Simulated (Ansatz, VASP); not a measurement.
## One calculation of BN, two programs

File INCAR:

```
PREC = Accurate
ENCUT = 520
EDIFF = 1E-7
ISMEAR = 0
SIGMA = 0.01
LREAL = F
LASPH = T
NELM = 60
ALGO = Normal
ISIF = 2
LWAVE = F
LCHARG = F
GGA = PE
NBANDS = 16
```

The input KPOINTS:

```
regular mesh
0
Gamma
  9 9 4
```

The input POSCAR:

```
BN
1.0
    2.4608834687      0.0000000000      0.0000000000
   -1.2304417343      2.1311875996      0.0000000000
    0.0000000000      0.0000000000      8.1572381391
B N
2 2
Direct
    0.3333333333      0.6666666667      0.2500000000
    0.6666666667      0.3333333333      0.7500000000
    0.6666666667      0.3333333333      0.2500000000
    0.3333333333      0.6666666667      0.7500000000
```

Input for Ansatz:

```yaml
crystal:
  lattice:
    - [2.4608834687, 0.0, 0.0]
    - [-1.2304417343, 2.1311875996, 0.0]
    - [0.0, 0.0, 8.1572381391]
  atoms:
    - { symbol: B, position: [0.3333333333, 0.6666666667, 0.25] }
    - { symbol: B, position: [0.6666666667, 0.3333333333, 0.75] }
    - { symbol: "N", position: [0.6666666667, 0.3333333333, 0.25] }
    - { symbol: "N", position: [0.3333333333, 0.6666666667, 0.75] }
kpoints:
  mp_grid: { grid: [9, 9, 4] }
hamiltonian:
  xc: pbe
scf:
  occupations: { method: fixed }
  n_extra_bands: 5
output:
  forces: true
  stress: true
  eigenvalues: true
```

Alike in both runs: task single point; functional PBE; k mesh 9 × 9 × 4; no spin polarisation.

|  | VASP | Ansatz |
| --- | --- | --- |
| version | VASP 6.6.1 | Ansatz 0.2.0 |
| potentials or method | VASP PAW PBE potentials, release 64 (B, N) | plane waves, PAW |
| plane-wave cutoff (eV) | 520 | 420 |
| occupations | gaussian, width 0.01 eV | fixed |
| valence electrons in the cell | 16 | 16 |

Ansatz gave:

* gap on the k mesh at the Fermi level (eV): 4.40
* pressure (GPa): 13.1
* traceless stress, the component that is largest in VASP (GPa): -12.97

Question: Estimate VASP's values.

Answer: gap on the k mesh at the Fermi level (eV): 4.39; pressure (GPa): 13.1; traceless stress, the component that is largest in VASP (GPa): -13.16.
